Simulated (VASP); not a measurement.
The system is GaP.

```
Ga P
1.0
     0.00000    2.63411    2.72541
     2.63411    0.00000    2.72541
     2.63411    2.63411    0.00000
Ga P
1 1
Cartesian
  0.0000 0.0000 0.0000
  1.3171 1.3171 1.3627
```

This cell differs from its parent crystal: biaxial xy strain -3.4%.

Program: VASP 6.6.1. Alike in all runs: task single point; potentials or basis VASP PAW PBE potentials, release 64 (Ga_d, P); no spin polarisation; cell as given; cutoff (eV) 520. Hardware: 1 thread of Intel(R) Xeon(R) Platinum 8559C (Emerald Rapids), on a shared host.

**Question.** Order these runs on this cell by their wall time, lowest first.
A. level PBE; k mesh 8 × 8 × 8; smearing fermi-dirac 0.02 eV
B. level PBE; k mesh 4 × 4 × 4; smearing gaussian 0.01 eV
C. level r2SCAN; k mesh 8 × 8 × 8; smearing gaussian 0.01 eV

**Answer.** B (6.7 s), A (16 s), C (79 s).

Caveats: some runs use coarse meshes.
